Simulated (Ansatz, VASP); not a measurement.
This is a calculation of Be for Ansatz 0.2.0.

The input input.yaml:

```yaml
crystal:
  lattice:
    - [2.3153731856, 0.0, 0.0]
    - [-1.1576865928, 2.005171998, 0.0]
    - [0.0, 0.0, 3.6313659352]
  atoms:
    - { symbol: Be, position: [0.6666666667, 0.3333333333, 0.75] }
    - { symbol: Be, position: [0.3333333333, 0.6666666667, 0.25] }
kpoints:
  mp_grid: { grid: [13, 13, 8] }
scf:
  occupations: { method: fermi_dirac, width: 0.05 }
hamiltonian:
  xc: pbesol
  pseudopotentials: { kind: all_electron, lapw: { basis_error: 0.0005 } }
output:
  forces: true
  stress: true
  eigenvalues: true
```

Potentials or basis: all-electron LAPW, scalar-relativistic.

Run with:

```bash
$ ansatz run input.yaml --threads 1 --pin off --max-ram 3072MiB --backend cpu --events-out ev --progress --plain --runs-dir out
```

**Question.** Translate it to VASP 6.6.1. Potentials there: VASP PAW PBE potentials, release 64 (Be).

**Answer.** As run (the cutoff follows the program's own potentials):

Contents of INCAR:

```
PREC = Accurate
ENCUT = 520
EDIFF = 1E-6
ISMEAR = -1
SIGMA = 0.05
LREAL = F
LASPH = T
NELM = 100
ALGO = Normal
ISIF = 2
LWAVE = F
LCHARG = F
GGA = PS
NBANDS = 9
```

Contents of KPOINTS:

```
regular mesh
0
Gamma
  13 13 8
```

The input POSCAR:

```
Be
1.0
    2.3153731856      0.0000000000      0.0000000000
   -1.1576865928      2.0051719980      0.0000000000
    0.0000000000      0.0000000000      3.6313659352
Be
2
Direct
    0.6666666667      0.3333333333      0.7500000000
    0.3333333333      0.6666666667      0.2500000000
```

Potentials or basis: VASP PAW PBE potentials, release 64 (Be).

The run is started by

```bash
$ cat potpaw_PBE.64/Be/POTCAR > POTCAR
$ mpirun -np 1 vasp_std > vasp.out
```

Both were run:

|  | VASP | Ansatz | Ansatz less VASP |
| --- | --- | --- | --- |
| gap on the k mesh at the Fermi level (eV) | none | none | - |
| pressure (GPa) | -7.6 | -8.0 | -0.38 |
| traceless stress, the component that is largest in VASP (GPa) | -0.94 | -0.98 | -0.047 |

VASP's potentials were made for PBE, not for PBEsol. A gap of «none» marks a metal or a gap that the smearing closes. Ansatz ran all-electron here, and VASP with PAW potentials.
